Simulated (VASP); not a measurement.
Runs of VASP 6.6.1 on TePb. The structure is that of space group Pm-3m (No. 221), or close to it. The cells are those of the table. 

```tsv
task	level	spin	cell	k mesh for the DOS	occupations for the DOS	gap on the mesh (eV)	pressure (GPa)	largest force (eV/Å)
single point	PBE	off	a = 3.925, b = 4.005, c = 4.005 Å, 2 atoms	-	-	none	0.7	-
single point	PBE	off	a = 3.951 Å, 2 atoms	-	-	none	(b)	-
single point	PBE	off	a = 3.968, b = 3.950, c = 4.019 Å, angles 91.1, 88.8, 89.6°, 2 atoms	-	-	none	0.8	(a)
single point	PBE	off	a = 4.008, b = 3.991, c = 4.005 Å, angles 89.7, 91.6, 91.2°, 2 atoms	-	-	none	0.1	0.04
single point	PBE	off	a = 4.005 Å, 2 atoms	-	-	none	0.0	0.03
single point	PBEsol	off	a = 4.005 Å, 2 atoms	-	-	none	-2.8	-
single point	PBE	non-collinear, zero start, SOC	a = 4.005 Å, 2 atoms	-	-	-	0.1	-
single point	PBE	off	a = 4.097 Å, 2 atoms	-	-	none	-2.6	-
single point	PBE	off	a = 4.000 Å, 2 atoms	-	-	none	0.1	-
single point	PBE	off	a = 3.931 Å, 2 atoms	-	-	none	(c)	-
single point	PBE	off	a = 4.058 Å, 2 atoms	-	-	none	-1.6	-
```

Alike in all rows: potentials or basis VASP PAW PBE potentials, release 64 (Pb_d, Te); k mesh 8 × 8 × 8; cutoff (eV) 520; smearing gaussian 0.05 eV.

Task: Estimate the missing entries.

Result: (a) 0.02; (b) 1.6; (c) 2.3.

Caveats: spin-orbit coupling is left out, which moves the levels of the heavy elements (some runs); the PAW data sets were made with another functional, which shifts forces and pressure a little (some runs).

A k mesh can miss the band edges, and rows without SOC leave out spin-orbit coupling on Pb, Te.

A gap of «none» marks levels without a gap at the run's occupations.
